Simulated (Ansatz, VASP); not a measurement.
Two plane-wave programs on S

Contents of INCAR:

```
SYSTEM = S
ALGO     = Normal         ! electronic algorithm
EDIFF    = 1E-6           ! SCF threshold, eV
ENCUT    = 520            ! plane-wave cutoff, eV
GGA      = PE             ! functional
ISIF     = 2              ! what is computed and relaxed
ISMEAR   = 0              ! smearing method
LASPH    = .TRUE.         ! aspherical terms in the spheres
LCHARG   = .FALSE.        ! write CHGCAR
LREAL    = .FALSE.        ! projectors in reciprocal space
LWAVE    = .FALSE.        ! write WAVECAR
NBANDS   = 20             ! bands
NELM     = 100            ! most SCF steps
PREC     = Accurate       ! precision mode
SIGMA    = 0.1            ! smearing width, eV
```

KPOINTS

```
k-points
0
G
  8 8 14
  0 0 0
```

File POSCAR:

```
S
1.0
    5.3512250138      0.0000000000      0.0000000000
    0.0000000000      5.3512250138      0.0000000000
    0.0000000000      0.0000000000      2.9568126420
S
4
Direct
    0.8798186824      0.9006368632      0.5000000000
    0.1201813176      0.0993631368      0.5000000000
    0.4006368632      0.6201813176      0.0000000000
    0.5993631368      0.3798186824      0.0000000000
```

Input for Ansatz:

```yaml
crystal:
  lattice:
    - [5.3512250138, 0.0, 0.0]
    - [0.0, 5.3512250138, 0.0]
    - [0.0, 0.0, 2.956812642]
  atoms:
    - { symbol: S, position: [0.8798186824, 0.9006368632, 0.5] }
    - { symbol: S, position: [0.1201813176, 0.0993631368, 0.5] }
    - { symbol: S, position: [0.4006368632, 0.6201813176, 0.0] }
    - { symbol: S, position: [0.5993631368, 0.3798186824, 0.0] }
basis:
  ecutwfc: 420
kpoints:
  mp_grid: { grid: [8, 8, 14] }
hamiltonian:
  xc: pbe
scf:
  occupations: { method: gaussian, width: 0.1 }
output:
  forces: true
  stress: true
  eigenvalues: true
  populations: true
```

Alike in both runs: task single point; functional PBE; k mesh 8 × 8 × 14; occupations gaussian, width 0.1 eV; no spin polarisation.

|  | VASP | Ansatz |
| --- | --- | --- |
| version | VASP 6.6.1 | Ansatz 0.2.0 |
| potentials or method | VASP PAW PBE potentials, release 64 (S), cutoff 520 eV | scalar-relativistic, plane waves, PAW |
| valence electrons in the cell | 24 | 24 |

```csv
,VASP,Ansatz,Ansatz less VASP
gap on the k mesh at the Fermi level (eV),none,none,-
pressure (GPa),26.0,27.6,+1.70
"traceless stress, the component that is largest in VASP (GPa)",-25.57,-27.16,-1.588
rms of the force components (eV/Å),6.633,7.079,+0.4460
```

Atom by atom the forces differ by 0.446 eV/Å (rms over components). A gap of «none» marks a metal or a gap that the smearing closes.
